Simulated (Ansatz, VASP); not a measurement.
**W: VASP beside Ansatz**

```
W
1.0
     1.58332   -5.02261    0.00000
     1.58332    5.02261    0.00000
     0.00000    0.00000    4.19029
W
4
Cartesian
  1.5833 4.0382 3.8132
  1.5833 -0.9844 2.4723
  1.5833 -4.0382 0.3771
  1.5833 0.9844 1.7180
```

Alike in both runs: task single point; functional r2SCAN; k mesh 6 × 6 × 4; occupations gaussian, width 0.1 eV; no spin polarisation.

|  | VASP | Ansatz |
| --- | --- | --- |
| version | VASP 6.6.1 | Ansatz 0.2.0 |
| potentials or method | VASP PAW PBE potentials, release 64 (W_sv), cutoff 520 eV | scalar-relativistic, plane waves, PAW |
| valence electrons in the cell | 56 | 56 |

|  | VASP | Ansatz | Ansatz less VASP |
| --- | --- | --- | --- |
| gap on the k mesh at the Fermi level (eV) | none | none | - |
| rms of the force components (eV/Å) | 11.060 | 10.342 | -0.7181 |

VASP's potentials were made for PBE, not for r2SCAN. Atom by atom the forces differ by 0.719 eV/Å (rms over components). A gap of «none» marks a metal or a gap that the smearing closes. With one functional, cell and mesh, what is left measures potentials, basis and numerics.

The k mesh is coarse, so the values compare programs but aren't converged. Spin-orbit coupling is off throughout.
